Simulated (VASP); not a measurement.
Write the native input for VASP 6.6.1 that does the following.

| Quantity | Value |
| --- | --- |
| Task | single point |
| Functional | PBE |
| Potentials or basis | VASP PAW PBE potentials, release 64 (Ca_sv, C) |
| Cutoff | 520 eV |
| k mesh | 6 × 6 × 6 |
| Occupations | gaussian, width 0.1 eV |
| Spin | no spin polarisation |
| Dipole correction | no |
| Further INCAR settings | ALGO = Normal; EDIFF = 1e-06; NBANDS = 14 |

The structure of CaC lies in POSCAR:

```
CaC
1.0
    0.0000000000      2.6209917900      2.6209917900
    2.6209917900      0.0000000000      2.6209917900
    2.6209917900      2.6209917900      0.0000000000
Ca C
1 1
Direct
    0.5000000000      0.5000000000      0.5000000000
    0.0000000000      0.0000000000      0.0000000000
```

One way to write it, as run:

INCAR

```
SYSTEM = CaC
PREC = Accurate
ENCUT = 520
EDIFF = 1E-6
ISMEAR = 0
SIGMA = 0.1
LREAL = .FALSE.
LASPH = .TRUE.
NELM = 100
ALGO = Normal
ISIF = 2
LWAVE = .FALSE.
LCHARG = .FALSE.
GGA = PE
NBANDS = 14
```

KPOINTS

```
regular mesh
0
G
  6 6 6
  0 0 0
```

Potentials or basis: VASP PAW PBE potentials, release 64 (Ca_sv, C).

Command:

```sh
$ cat potpaw_PBE.64/Ca_sv/POTCAR potpaw_PBE.64/C/POTCAR > POTCAR
$ mpirun -np 1 vasp_std > vasp.out
```

Results of the run:

```yaml
Pressure: 0.2 GPa
Band_gap_on_the_k_mesh: zero (band 7 reaches 3.65 eV, above the bottom of band 8 at 2.06 eV)
```

It took 7.5 s on 1 thread of Intel(R) Xeon(R) Platinum 8259CL CPU @ 2.50GHz (Skylake/Cascade Lake), with other jobs on the host, peak memory 0.15 GiB.
